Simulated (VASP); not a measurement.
# Hf (P6_3/mmc) in VASP: a series of runs

Hf is run at these levels: PBEsol; tasks: single point.

Program: VASP 6.6.1. These are calculated values, not measurements. Logs are shortened: lines on timing, memory, paths and dates and some standing lists are left out, and cuts for length are marked.

**1. The cell of the first run**

It takes space group P6_3/mmc (No. 194, hexagonal). The conventional cell has a = 3.131 Å, b = 3.131 Å, c = 4.955 Å, α = 90.00°, β = 90.00°, γ = 120.00°. Hf (site symmetry -6m2) has 12 Hf at 3.07 to 3.13 Å within 4.0 Å.

**2. Single point, PBEsol (volume scaled by 0.94)**

The input, INCAR:

```
PREC = Accurate
ENCUT = 520
EDIFF = 1E-6
ISMEAR = -1
SIGMA = 0.05
LREAL = False
LASPH = True
NELM = 80
ALGO = Normal
ISIF = 2
LWAVE = False
LCHARG = False
GGA = PS
NBANDS = 17
```

The input, KPOINTS:

```
Automatic mesh
0
Gamma
  13 13 7
```

The input, POSCAR:

```
Hf
1.0
    3.1314414681      0.0000000000      0.0000000000
   -1.5657207340      2.7119078618      0.0000000000
    0.0000000000      0.0000000000      4.9545506207
Hf
2
Direct
    0.3333333333      0.6666666667      0.2500000000
    0.6666666667      0.3333333333      0.7500000000
```

Potentials or basis: VASP PAW PBE potentials, release 64 (Hf_pv).

On the command line:

```bash
> cat potpaw_PBE.64/Hf_pv/POTCAR > POTCAR
> mpirun -np 1 vasp_std > vasp.out
```

OUTCAR:

```text
PREC = Accurate
   ENCUT = 520
   EDIFF = 1E-6
   ISMEAR = -1
   LREAL = False
   LASPH = True
   NELM = 80
   ISIF = 2
   GGA = PS

 ion  position               nearest neighbor table
   1  0.333  0.667  0.250-   2 3.07   2 3.07   2 3.07   2 3.07   2 3.07   2 3.07
   2  0.667  0.333  0.750-   1 3.07   1 3.07   1 3.07   1 3.07   1 3.07   1 3.07

  LATTYP: Found a hexagonal cell.
 ALAT       =     3.1314414681
 C/A-ratio  =     1.5821948681

  Lattice vectors:

 A1 = (   3.1314414681,   0.0000000000,   0.0000000000)
 A2 = (  -1.5657207340,   2.7119078618,   0.0000000000)
 A3 = (   0.0000000000,   0.0000000000,   4.9545506207)

Analysis of symmetry for initial positions (statically):
=====================================================================
 Subroutine PRICEL returns:
 Original cell was already a primitive cell.

 Routine SETGRP: Setting up the symmetry group for a
 hexagonal supercell.

 Subroutine GETGRP returns: Found 24 space group operations
 (whereof 12 operations were pure point group operations)
 out of a pool of 24 trial point group operations.

The static configuration has the point symmetry D_3d.
 The point group associated with its full space group is D_6h.

Analysis of symmetry for dynamics (positions and initial velocities):
=====================================================================
 Subroutine PRICEL returns:
 Original cell was already a primitive cell.

 Routine SETGRP: Setting up the symmetry group for a
 hexagonal supercell.

 Subroutine GETGRP returns: Found 24 space group operations
 (whereof 12 operations were pure point group operations)
 out of a pool of 24 trial point group operations.

The dynamic configuration has the point symmetry D_3d.
 The point group associated with its full space group is D_6h.

 Subroutine INISYM returns: Found 24 space group operations
 (whereof 12 operations are pure point group operations),
 and found     1 'primitive' translations

----------------------------------------------------------------------------------------

                                     Primitive cell

  volume of cell :      42.0749

  direct lattice vectors                    reciprocal lattice vectors
     3.131441468  0.000000000  0.000000000     0.319341750  0.184372046  0.000000000
    -1.565720734  2.711907862  0.000000000     0.000000000  0.368744091  0.000000000
     0.000000000  0.000000000  4.954550621     0.000000000  0.000000000  0.201834652

  length of vectors
     3.131441468  3.131441468  4.954550621     0.368744091  0.368744091  0.201834652
[... 75 lines left out ...]
   ISPIN  =      1    spin polarized calculation?
   LNONCOLLINEAR =      F non collinear calculations
   LSORBIT =      F    spin-orbit coupling
   LASPH  =      T    aspherical Exc in radial PAW
   ENCUT  =  520.0 eV  38.22 Ry    6.18 a.u.   5.82  5.82  9.21*2*pi/ulx,y,z
   NELM   =     80;   NELMIN=  2; NELMDL= -5     # of ELM steps
   EDIFF  = 0.1E-05   stopping-criterion for ELM
   LREAL  =      F    real-space projection
   EDIFFG = 0.1E-04   stopping-criterion for IOM
   NSW    =      0    number of steps for IOM
   IBRION =     -1    ionic relax: 0-MD 1-quasi-New 2-CG
   NFREE  =      0    steps in history (QN), initial steepest desc. (CG)
   ISIF   =      2    stress and relaxation
   ISYM   =      2    0-nonsym 1-usesym 2-fastsym
   POTIM  = 0.5000    time-step for ionic-motion
   TEBEG  =    0.0;   TEEND  =   0.0 temperature during run
   PSTRESS=    0.0 pullay stress
   NELECT =      20.0000    total number of electrons
   NUPDOWN=      -1.0000    fix difference up-down
   EMIN   =  10.00;   EMAX   =-10.00  energy-range for DOS
   EFERMI =   0.00;   METHOD = LEGACY
   ISMEAR =    -1;   SIGMA  =   0.05  broadening in eV -4-tet -1-fermi 0-gaus
   EFERMI_NEDOS =   21; number of points for ismear=-14 and -15
   IALGO  =     38    algorithm
   IMIX   =      4    mixing-type and parameters
     AMIX     =   0.40;   BMIX     =  1.00
     AMIX_MAG =   1.60;   BMIX_MAG =  1.00
  volume/ion in A,a.u.               =      21.04       141.97
  Fermi-wavevector in a.u.,A,eV,Ry     =   1.277645  2.414400 22.209847  1.632378
  Thomas-Fermi vector in A             =   2.410233
   LORBIT       =      0    0 simple, 1 ext, 2 COOP (PROOUT), +10 PAW based schemes
   GGA     = PS    functional components
   LHFCALC =     F    Hartree Fock is set to
   AEXX    =    0.0000 exact exchange contribution
   IVDW    =     0    specifies the selected vdW correction
   LEPSILON=     F    determine dielectric tensor
   LRPA    =     F    only Hartree local field effects (RPA)
 non-spin polarized calculation
  energy-cutoff  :      520.00
  volume of cell :       42.07
 maximum number of plane-waves:      1152
 NGX is ok and might be reduce to    24
   NGX = 11   NGY = 11   NGZ = 19

 number of electron      19.9999996 magnetization

 Free energy of the ion-electron system (eV)
  ---------------------------------------------------
  ext. energy  EPLUGINS =         0.00000000
  ---------------------------------------------------
  free energy    TOTEN  =       -21.00273229 eV

  energy without entropy =      -20.98891797  energy(sigma->0) =      -20.99582513

 E-fermi :   5.1984     XC(G=0): -11.6758

 val. band max:        5.1944159786   @ k =   0.0000   0.0000   0.4286
 cond. band min:       5.2019540704   @ k =   0.1538  -0.0000   0.0000
 fundamental gap:      0.0075380918
 Fermi energy:         5.1983546789

 k-point     1 :       0.0000    0.0000    0.0000
  band No.  band energies     occupation
      1     -25.8070      2.00000
      2     -24.8953      2.00000
      3     -24.8953      2.00000
      4     -24.7394      2.00000
      5     -24.7394      2.00000
      6     -24.7362      2.00000
[... 457 lines left out ...]
      4     -24.9368      2.00000
      5     -24.7848      2.00000
      6     -24.7697      2.00000
[... 9 lines left out ...]
     16       8.1408      0.00000
     17      11.3359      0.00000

 [... further k-points ...]
[... 5 lines left out ...]
  --------------------------------------------------------------------------------------
  -------------------------------------------------------------------------------------
  Total        0.7372969      0.7372969      0.7946090      0.0000000      0.0000000     -0.0000000
  in kB       28.0756292     28.0756292     30.2580258      0.0000000      0.0000000     -0.0000000
  external PRESSURE =      28.8030947 kB  Pullay stress =       0.0000000 kB

 VOLUME and BASIS-vectors are now :
 -----------------------------------------------------------------------------
  energy-cutoff  :      520.00
  volume of cell :       42.07
      direct lattice vectors                 reciprocal lattice vectors
     3.131441468  0.000000000  0.000000000     0.319341750  0.184372046  0.000000000
    -1.565720734  2.711907862  0.000000000     0.000000000  0.368744091  0.000000000
     0.000000000  0.000000000  4.954550621     0.000000000  0.000000000  0.201834652

 POSITION                                       TOTAL-FORCE (eV/Angst)
 -----------------------------------------------------------------------------------
     -0.00000      1.80794      1.23864        -0.000000      0.000000      0.000000
      1.56572      0.90397      3.71591         0.000000     -0.000000      0.000000
 -----------------------------------------------------------------------------------
    total drift:                                0.000000     -0.000000      0.000000

  FREE ENERGIE OF THE ION-ELECTRON SYSTEM (eV)
  ---------------------------------------------------
  free  energy   TOTEN  =       -21.0027322932 eV

  energy  without entropy=      -20.9889179721  energy(sigma->0) =      -20.99582513
```

stdout:

```text
POSCAR found type information on POSCAR Hf
 POSCAR found :  1 types and       2 ions
 scaLAPACK will be used
 -----------------------------------------------------------------------------
|                                                                             |
|                                                                             |
|     You enforced a specific xc type in the INCAR file but a different       |
|     I HOPE YOU KNOW WHAT YOU ARE DOING!                                     |
|                                                                             |
 -----------------------------------------------------------------------------

 LDA part: xc-table for (Slater+PW92), standard interpolation
 POSCAR, INCAR and KPOINTS ok, starting setup
 FFT: planning ... GRIDC
 FFT: planning ... GRID_SOFT
 FFT: planning ... GRID
 WAVECAR not read
 entering main loop
```

Run time: 14 s. Hardware: 1 thread of Intel Xeon 6975P-C (Granite Rapids), shared host; peak memory 0.18 GiB.

What came out:

| Property | Result |
| --- | --- |
| Free energy | -21.0027 eV |
| Pressure | 2.9 GPa |
| Band gap on the k mesh | zero (band 10 reaches 6.37 eV, above the bottom of band 11 at 4.83 eV) |

Stress tensor (GPa, compression positive):
```
2.81 0.00 0.00
0.00 2.81 0.00
0.00 0.00 3.03
```

Levels at points of the mesh, in eV from the Fermi level:
| k point | band 7 | band 8 | band 9 | band 10 | band 11 | band 12 | band 13 | band 14 |
| --- | --- | --- | --- | --- | --- | --- | --- | --- |
| (0.00, 0.00, 0.00) | -7.60 | -3.92 | 0.90 | 1.17 | 1.17 | 1.47 | 2.06 | 2.06 |

Caveat: the PAW data sets were made with another functional, which shifts forces and pressure a little; spin-orbit coupling is left out, which moves the levels of the heavy elements.

(Part 1 of 2 ends here.)
